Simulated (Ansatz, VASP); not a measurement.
**Ga2O3: VASP beside Ansatz**

File POSCAR:

```
Ga2O3
1.0
    2.9909461137      0.0000000000      0.0000000000
   -1.4954730568      2.5902353158      0.0000000000
    0.0000000000      0.0000000000      6.8457864116
Ga O
2 3
Direct
    0.3333333333      0.6666666667      0.2039202181
    0.6666666667      0.3333333333      0.7960797819
    0.0000000000      0.0000000000      0.0000000000
    0.3333333333      0.6666666667      0.6915979171
    0.6666666667      0.3333333333      0.3084020829
```

INCAR.step1

```
SYSTEM = Ga2O3
PREC = Accurate
ENCUT = 520
ISMEAR = 0
SIGMA = 0.01
LREAL = .FALSE.
LASPH = .TRUE.
NELM = 80
NBANDS = 30
GGA = PE
ALGO = Normal
EDIFF = 1E-4
LWAVE = .TRUE.
LCHARG = .FALSE.
```

INCAR.step2

```
SYSTEM = Ga2O3
PREC = Accurate
ENCUT = 520
EDIFF = 1E-6
ISMEAR = 0
SIGMA = 0.01
LREAL = .FALSE.
LASPH = .TRUE.
NELM = 80
ALGO = Normal
ISIF = 2
LWAVE = .FALSE.
LCHARG = .TRUE.
METAGGA = R2SCAN
LMIXTAU = .TRUE.
LELF = .TRUE.
LVHAR = .TRUE.
NBANDS = 30
ISTART = 1
```

The input KPOINTS:

```
regular mesh
0
G
  9 9 4
  0 0 0
```

Input for Ansatz:

```yaml
crystal:
  lattice:
    - [2.9909461137, 0.0, 0.0]
    - [-1.4954730568, 2.5902353158, 0.0]
    - [0.0, 0.0, 6.8457864116]
  atoms:
    - { symbol: Ga, position: [0.3333333333, 0.6666666667, 0.2039202181] }
    - { symbol: Ga, position: [0.6666666667, 0.3333333333, 0.7960797819] }
    - { symbol: O, position: [0.0, 0.0, 0.0] }
    - { symbol: O, position: [0.3333333333, 0.6666666667, 0.6915979171] }
    - { symbol: O, position: [0.6666666667, 0.3333333333, 0.3084020829] }
kpoints:
  mp_grid: { grid: [9, 9, 4] }
hamiltonian:
  xc: r2scan
scf:
  occupations: { method: fixed }
  n_extra_bands: 5
output:
  forces: true
  stress: true
  eigenvalues: true
```

Alike in both runs: task single point; functional r2SCAN; k mesh 9 × 9 × 4; no spin polarisation.

```csv
,VASP,Ansatz
version,VASP 6.6.1,Ansatz 0.2.0
potentials or method,"VASP PAW PBE potentials, release 64 (Ga_d, O)","plane waves, PAW"
plane-wave cutoff (eV),520,500
occupations,"gaussian, width 0.01 eV",fixed
valence electrons in the cell,44,44
```

VASP gave:

- gap on the k mesh at the Fermi level (eV): 3.09
- pressure (GPa): 1.9
- traceless stress, the component that is largest in VASP (GPa): -1.19
- rms of the force components (eV/Å): 0.044

Task: Which values does Ansatz return?

Result: gap on the k mesh at the Fermi level (eV): 3.12; pressure (GPa): 0.0; traceless stress, the component that is largest in VASP (GPa): -0.02; rms of the force components (eV/Å): 0.000.

VASP's potentials were made for PBE, not for r2SCAN. Atom by atom the forces differ by 0.044 eV/Å (rms over components).
